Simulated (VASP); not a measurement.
Wanted: the native input for a VASP 6.6.1 run.

| Item | Value |
| --- | --- |
| Task | single point |
| Functional | PBE |
| Potentials or basis | VASP PAW PBE potentials, release 64 (Si, C) |
| Cutoff | 520 eV |
| k mesh | 14 × 14 × 14 |
| Occupations | gaussian, width 0.05 eV |
| Spin | no spin polarisation |
| Dipole correction | no |
| Further INCAR settings | ALGO = Normal; EDIFF = 1e-06; NBANDS = 11 |

The structure of SiC lies in POSCAR:

```
SiC
1.0
    0.0000000000      2.2217363401      2.2217363401
    2.2217363401      0.0000000000      2.2217363401
    2.2217363401      2.2217363401      0.0000000000
Si C
1 1
Direct
    0.0000000000      0.0000000000      0.0000000000
    0.2500000000      0.2500000000      0.2500000000
```

One way to write it, as run:

INCAR

```
SYSTEM = SiC
ALGO = Normal ; EDIFF = 1E-6
ENCUT = 520 ; GGA = PE
ISIF = 2 ; ISMEAR = 0
LASPH = .TRUE. ; LCHARG = .TRUE.
LELF = .TRUE. ; LREAL = .FALSE.
LVHAR = .TRUE. ; LWAVE = .FALSE.
NBANDS = 11 ; NELM = 60
PREC = Accurate ; SIGMA = 0.05
```

KPOINTS

```
k-points
0
G
  14 14 14
  0 0 0
```

Potentials or basis: VASP PAW PBE potentials, release 64 (Si, C).

The run is started by

```sh
$ cat potpaw_PBE.64/Si/POTCAR potpaw_PBE.64/C/POTCAR > POTCAR
$ mpirun -np 1 vasp_std > vasp.out
```

Results of the run:

| Item | Value |
| --- | --- |
| Pressure | -8.5 GPa |
| Band gap on the k mesh | 1.41 eV (least direct gap 4.48 eV) |

Caveat: the cell stands under tension.

Wall time 11 s on 1 thread of AMD EPYC 9R45 96-Core Processor (Zen 5) (shared host), peak memory 0.12 GiB.
